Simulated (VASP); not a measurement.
Input of a VASP 6.6.1 run:

The input INCAR:

```
PREC = Accurate ; ENCUT = 520
EDIFF = 1E-6 ; ISMEAR = -1
SIGMA = 0.05 ; LREAL = False
LASPH = True ; NELM = 80
ALGO = Fast ; ISIF = 2
LWAVE = False ; LCHARG = False
GGA = PS ; NBANDS = 36
```

File KPOINTS:

```
regular mesh
0
Gamma
  9 9 3
```

The input POSCAR:

```
Pb
1.0
    3.3823630514      0.0000000000      0.0000000000
   -1.6911815257      2.9292123273      0.0000000000
    0.0000000000      0.0000000000     11.0961475580
Pb
4
Direct
    0.6666666667      0.3333333333      0.7500000000
    0.0000000000      0.0000000000      0.5000000000
    0.3333333333      0.6666666667      0.2500000000
    0.0000000000      0.0000000000      0.0000000000
```

Potentials or basis: VASP PAW PBE potentials, release 64 (Pb_d).

Command:

```sh
$ cat potpaw_PBE.64/Pb_d/POTCAR > POTCAR
$ mpirun -np 1 vasp_std > vasp.out
```

(1) Predict the pressure.

(2) Predict the band gap on the k mesh.

Results:

(1) 4.9 GPa.

(2) zero (band 28 reaches 14.55 eV, above the bottom of band 29 at 5.90 eV).

Caveat: the PAW data sets were made with another functional, which shifts forces and pressure a little; spin-orbit coupling is left out, which moves the levels of the heavy elements.
